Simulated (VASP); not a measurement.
**PbO: single point with LDA**

The system is PbO.

```
Pb O
1.0
     3.97440    0.00000    0.00000
     0.00000    3.97440    0.00000
     0.00000    0.00000    5.02200
Pb O
2 2
Direct
  0.00000 0.50000 0.23510
  0.50000 0.00000 0.76490
  0.00000 0.00000 0.03485
  0.50000 0.50000 0.03485
```

This cell differs from its parent crystal: all O atoms moved +0.175 Å, as atom 3 along Cartesian [0 0 1].

```
Program             : VASP 6.6.1
Task                : single point
Functional          : LDA
Potentials or basis : VASP PAW LDA potentials, release 64 (Pb_d, O)
Cutoff              : 520 eV
k mesh              : 8 × 8 × 6
Occupations         : gaussian, width 0.05 eV
Spin                : no spin polarisation
```

| Property | Result |
| --- | --- |
| Pressure | -0.9 GPa |
| Largest force | 1.543 eV/Å |
| Band gap on the k mesh | 1.09 eV, indirect (least direct gap 2.08 eV) |

Forces in eV/Å, atoms in the order of the input:
```
Pb   0.000  0.000  1.543
Pb   0.000  0.000  1.293
O    0.000  0.000 -1.418
O    0.000  0.000 -1.418
```

Stress tensor (GPa, compression positive):
```
-0.41  0.00  0.00
 0.00 -0.41  0.00
 0.00  0.00 -1.85
```

Levels at points of the mesh, in eV from the valence-band top:
| k point | band 18 | band 19 | band 20 | band 21 | band 22 | band 23 |
| --- | --- | --- | --- | --- | --- | --- |
| (0.00, 0.00, 0.00) | -1.74 | -1.74 | -0.10 | 2.36 | 5.19 | 5.19 |
| (0.50, 0.00, 0.00) | -2.84 | -1.93 | -1.39 | 3.04 | 3.50 | 5.96 |
| (0.50, 0.50, 0.00) | -1.16 | -1.10 | -0.98 | 1.09 | 1.09 | 4.66 |
| (0.00, 0.00, 0.50) | -1.76 | -1.76 | -0.94 | 1.74 | 3.86 | 3.86 |
| (0.50, 0.00, 0.50) | -2.79 | -1.43 | -0.52 | 2.67 | 3.24 | 5.59 |
| (0.50, 0.50, 0.50) | -1.68 | -1.16 | -0.99 | 3.14 | 3.14 | 4.90 |

It took 62 s on 1 thread of AMD EPYC 9R45 96-Core Processor (Zen 5), on a shared host, peak memory 0.2 GiB.

Caveat: the cell differs from its parent crystal (all O atoms moved +0.175 Å, as atom 3 along Cartesian [0 0 1]); spin-orbit coupling is left out, which moves the levels of the heavy elements; forces of over 1 eV/Å act on the atoms, so gaps and moduli don't describe the material at rest. A k mesh can miss the band edges.
